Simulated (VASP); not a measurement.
Input of a VASP 6.6.1 run:

INCAR

```
ALGO = Normal
EDIFF = 1E-6
ENCUT = 500
GGA = PE
GGA_COMPAT = F
ISIF = 2
ISMEAR = 0
LASPH = T
LCHARG = T
LELF = T
LREAL = F
LVHAR = T
LWAVE = F
NBANDS = 23
NELM = 120
PREC = Accurate
SIGMA = 0.1
```

KPOINTS

```
k-points
0
Gamma
  3 3 4
```

The input POSCAR:

```
Al6Pt
1.0
    5.8128149000      0.0000000000      0.0000000000
   -2.9064074500      5.0340453800      0.0000000000
    0.0000000000      0.0000000000      4.1600867800
Al Pt
6 1
Direct
    0.3365085000      0.0000000000      0.0000000000
    0.0000000000      0.3365085000      0.0000000000
    0.6634915000      0.6634915000      0.0000000000
    0.6634915000      0.0000000000      0.0000000000
    0.0000000000      0.6634915000      0.0000000000
    0.3365085000      0.3365085000      0.0000000000
    0.0000000000      0.0000000000      0.5000000000
```

Potentials or basis: VASP PAW PBE potentials, release 64 (Al, Pt).

Run with:

```console
$ cat potpaw_PBE.64/Al/POTCAR potpaw_PBE.64/Pt/POTCAR > POTCAR
$ mpirun -np 1 vasp_std > vasp.out
```

(1) Predict the pressure.

(2) What does it give for the largest force?

Results:

(1) 70.1 GPa.

(2) 2.684 eV/Å.

Caveat: the k points lie up to 0.42 Å⁻¹ apart, too coarse for converged energies and pressures of a metal; forces of over 1 eV/Å act on the atoms, so gaps and moduli don't describe the material at rest.
